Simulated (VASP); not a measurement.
# MgO (I4/mmm) in VASP: a series of runs, part 2 of 2

VASP 6.6.1. The steps go on from the part before.

### 4 Single point, r2SCAN

File POSCAR:

```
MgO
1.0
    2.0928267201      2.0928267201      0.0000000000
   -2.0928267201      2.0928267201      0.0000000000
    0.0000000000      0.0000000000      4.2884899423
Mg O
2 2
Direct
    0.0000000000      0.0000000000      0.0000000000
    0.5000000000      0.5000000000      0.5000000000
    0.5000000000      0.5000000000      0.0000000000
    0.0000000000      0.0000000000      0.5000000000
```

File INCAR.step1:

```
PREC     = Accurate       # precision mode
ENCUT    = 520            # plane-wave cutoff, eV
ISMEAR   = 0              # smearing method
SIGMA    = 0.02           # smearing width, eV
LREAL    = False          # projectors in reciprocal space
LASPH    = True           # aspherical terms in the spheres
NELM     = 60             # most SCF steps
NBANDS   = 16             # bands
GGA      = PE             # functional
ALGO     = Normal         # electronic algorithm
EDIFF    = 1E-4           # SCF threshold, eV
LWAVE    = True           # write WAVECAR
LCHARG   = False          # write CHGCAR
```

File INCAR.step2:

```
PREC     = Accurate       # precision mode
ENCUT    = 520            # plane-wave cutoff, eV
EDIFF    = 1E-7           # SCF threshold, eV
ISMEAR   = 0              # smearing method
SIGMA    = 0.02           # smearing width, eV
LREAL    = False          # projectors in reciprocal space
LASPH    = True           # aspherical terms in the spheres
NELM     = 60             # most SCF steps
ALGO     = Normal         # electronic algorithm
ISIF     = 2              # what is computed and relaxed
LWAVE    = False          # write WAVECAR
LCHARG   = False          # write CHGCAR
METAGGA  = R2SCAN         # meta-GGA
LMIXTAU  = True         
NBANDS   = 16             # bands
ISTART   = 1
```

File KPOINTS:

```
regular mesh
0
Gamma
  8 8 6
```

Potentials or basis: VASP PAW PBE potentials, release 64 (Mg, O).

Started as:

```bash
cat potpaw_PBE.64/Mg/POTCAR potpaw_PBE.64/O/POTCAR > POTCAR
cp INCAR.step1 INCAR
mpirun -np 1 vasp_std > vasp.out
cp INCAR.step2 INCAR
mpirun -np 1 vasp_std > vasp.out
```

OUTCAR:

```text
PREC = Accurate
   ENCUT = 520
   EDIFF = 1E-7
   ISMEAR = 0
   LREAL = False
   LASPH = True
   NELM = 60
   ISIF = 2
   METAGGA = R2SCAN
   ISTART = 1

 ion  position               nearest neighbor table
   1  0.000  0.000  0.000-   3 2.09   3 2.09   3 2.09   3 2.09   4 2.14   4 2.14   2 3.00   2 3.00
                             2 3.00   2 3.00   2 3.00   2 3.00   2 3.00   2 3.00
   2  0.500  0.500  0.500-   4 2.09   4 2.09   4 2.09   4 2.09   3 2.14   3 2.14   1 3.00   1 3.00
                             1 3.00   1 3.00   1 3.00   1 3.00   1 3.00   1 3.00
   3  0.500  0.500  0.000-   1 2.09   1 2.09   1 2.09   1 2.09   2 2.14   2 2.14
   4  0.000  0.000  0.500-   2 2.09   2 2.09   2 2.09   2 2.09   1 2.14   1 2.14

  LATTYP: Found a simple tetragonal cell.
 ALAT       =     2.9597039313
 C/A-ratio  =     1.4489590993

  Lattice vectors:

 A1 = (   2.0928267201,   2.0928267201,   0.0000000000)
 A2 = (  -2.0928267201,   2.0928267201,   0.0000000000)
 A3 = (   0.0000000000,   0.0000000000,   4.2884899423)

Analysis of symmetry for initial positions (statically):
=====================================================================
 Subroutine PRICEL returns following result:

  LATTYP: Found a body centered tetragonal cell.
[... 191 lines left out ...]

 E-fermi :   2.9143     XC(G=0): -11.5658

 val. band max:        2.7696122563   @ k =   0.0000   0.0000   0.0000
 cond. band min:       8.2805755576   @ k =   0.0000   0.0000   0.0000
 fundamental gap:      5.5109633013
 Fermi energy:         2.9143074776

 k-point     1 :       0.0000    0.0000    0.0000
  band No.  band energies     occupation
      1     -15.4383      2.00000
      2     -14.0004      2.00000
      3      -1.3956      2.00000
      4       1.4384      2.00000
      5       1.4384      2.00000
      6       2.7179      2.00000
[... 433 lines left out ...]
      3      -1.0910      2.00000
      4      -1.0910      2.00000
      5       1.1299      2.00000
      6       1.1299      2.00000
[... 8 lines left out ...]
     15      21.0873      0.00000
     16      21.0873      0.00000

 [... further k-points ...]
[... 5 lines left out ...]
  --------------------------------------------------------------------------------------
  -------------------------------------------------------------------------------------
  Total       -0.2657147     -0.2657147     -1.3774444      0.0000000      0.0000000      0.0000000
  in kB      -11.3324856    -11.3324856    -58.7467318      0.0000000      0.0000000      0.0000000
  external PRESSURE =     -27.1372343 kB  Pullay stress =       0.0000000 kB

 VOLUME and BASIS-vectors are now :
 -----------------------------------------------------------------------------
  energy-cutoff  :      520.00
  volume of cell :       37.57
      direct lattice vectors                 reciprocal lattice vectors
     2.092826720  2.092826720  0.000000000     0.238911323  0.238911323  0.000000000
    -2.092826720  2.092826720  0.000000000    -0.238911323  0.238911323  0.000000000
     0.000000000  0.000000000  4.288489942     0.000000000  0.000000000  0.233182312

 POSITION                                       TOTAL-FORCE (eV/Angst)
 -----------------------------------------------------------------------------------
      0.00000      0.00000      0.00000        -0.000000     -0.000000      0.000000
      0.00000      2.09283      2.14424        -0.000000     -0.000000      0.000000
      0.00000      2.09283      0.00000         0.000000      0.000000     -0.000000
      0.00000      0.00000      2.14424         0.000000     -0.000000      0.000000
 -----------------------------------------------------------------------------------
    total drift:                                0.000000     -0.000000     -0.000000

  FREE ENERGIE OF THE ION-ELECTRON SYSTEM (eV)
  ---------------------------------------------------
  free  energy   TOTEN  =       -32.3085484602 eV

  energy  without entropy=      -32.3085484602  energy(sigma->0) =      -32.30854846
```

OUTCAR.step1:

```text
PREC = Accurate
   ENCUT = 520
   ISMEAR = 0
   LREAL = False
   LASPH = True
[... 705 lines left out ...]
      0.00000      0.00000      0.00000         0.000000     -0.000000      0.000000
      0.00000      2.09283      2.14424        -0.000000     -0.000000      0.000000
      0.00000      2.09283      0.00000         0.000000      0.000000     -0.000000
      0.00000      0.00000      2.14424        -0.000000     -0.000000      0.000000
 -----------------------------------------------------------------------------------
    total drift:                                0.000000     -0.000000     -0.000000

  FREE ENERGIE OF THE ION-ELECTRON SYSTEM (eV)
  ---------------------------------------------------
  free  energy   TOTEN  =       -23.8065276397 eV

  energy  without entropy=      -23.8065276397  energy(sigma->0) =      -23.80652764
```

OSZICAR.step1:

```text
N       E                     dE             d eps       ncg     rms          rms(c)
DAV:   1     0.495804684324E+02    0.49580E+02   -0.79387E+03  2072   0.896E+02
DAV:   2    -0.241995437394E+02   -0.73780E+02   -0.68096E+02  2616   0.195E+02
DAV:   3    -0.269232410779E+02   -0.27237E+01   -0.27179E+01  2176   0.356E+01
DAV:   4    -0.269321209612E+02   -0.88799E-02   -0.88795E-02  2488   0.239E+00
DAV:   5    -0.269321576902E+02   -0.36729E-04   -0.36729E-04  2176   0.150E-01    0.102E+01
DAV:   6    -0.238370063934E+02    0.30952E+01   -0.79695E+00  1920   0.225E+01    0.311E+00
DAV:   7    -0.238184624506E+02    0.18544E-01   -0.13971E-01  1968   0.302E+00    0.194E+00
DAV:   8    -0.238082384325E+02    0.10224E-01   -0.62245E-02  2000   0.279E+00    0.436E-01
DAV:   9    -0.238067208841E+02    0.15175E-02   -0.10615E-03  2464   0.319E-01    0.223E-01
DAV:  10    -0.238065389749E+02    0.18191E-03   -0.18473E-03  2032   0.340E-01    0.417E-02
DAV:  11    -0.238065276397E+02    0.11335E-04   -0.34815E-05  1088   0.580E-02
   1 F= -.23806528E+02 E0= -.23806528E+02  d E =-.343675E-17
```

It took 86 s on 1 thread of Intel Xeon Platinum 8259CL at 2.50GHz (Skylake/Cascade Lake), shared host; peak memory 0.17 GiB.

Results:

```yaml
Free_energy: -32.3085 eV
Pressure: -2.7 GPa
Band_gap_on_the_k_mesh: 5.51 eV
```

Levels at points of the mesh, in eV from the valence-band top:
| k point | band 4 | band 5 | band 6 | band 7 | band 8 | band 9 | band 10 | band 11 | band 12 | band 13 |
| --- | --- | --- | --- | --- | --- | --- | --- | --- | --- | --- |
| (0.00, 0.00, 0.00) | -1.33 | -1.33 | -0.05 | -0.05 | 0.00 | 5.51 | 10.16 | 11.00 | 13.98 | 16.60 |
| (0.50, 0.00, 0.00) | -3.57 | -2.02 | -2.02 | -0.67 | -0.67 | 10.39 | 10.39 | 12.61 | 12.61 | 15.14 |
| (0.50, 0.50, 0.00) | -4.08 | -1.51 | -1.51 | -1.36 | -1.36 | 9.91 | 9.91 | 10.96 | 10.96 | 14.30 |
| (0.00, 0.00, 0.50) | -2.63 | -0.75 | -0.75 | -0.75 | -0.75 | 8.92 | 8.92 | 12.17 | 12.17 | 16.28 |
| (0.50, 0.00, 0.50) | -4.62 | -0.73 | -0.73 | -0.68 | -0.68 | 8.73 | 8.73 | 13.70 | 13.70 | 17.07 |
| (0.50, 0.50, 0.50) | -3.01 | -3.01 | -3.01 | -1.72 | -1.72 | 12.60 | 12.60 | 12.60 | 12.60 | 13.22 |

Caveat: the PAW data sets were made with another functional, which shifts forces and pressure a little.
